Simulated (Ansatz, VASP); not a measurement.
**One calculation of Be, two programs**

```
Be
1.0
     0.00000    1.49059    1.49059
     1.49059    0.00000    1.49059
     1.49059    1.49059    0.00000
Be
1
Direct
  0.00000 0.00000 0.00000
```

Alike in both runs: task single point; functional PBEsol; k mesh 23 × 23 × 23; occupations tetrahedron; no spin polarisation.

```csv
,VASP,Ansatz
version,VASP 6.6.1,Ansatz 0.2.0
potentials or method,"VASP PAW PBE potentials, release 64 (Be), cutoff 600 eV","all-electron LAPW, scalar-relativistic"
```

```tsv
	VASP	Ansatz	Ansatz less VASP
gap on the k mesh at the Fermi level (eV)	none	none	-
pressure (GPa)	26.9	26.1	-0.78
```

VASP's potentials were made for PBE, not for PBEsol. A gap of «none» marks a metal or a gap that the smearing closes. Ansatz ran all-electron here, and VASP with PAW potentials. Ansatz's warnings: band table not solved further, tetrahedron derivatives may miss energy slope.
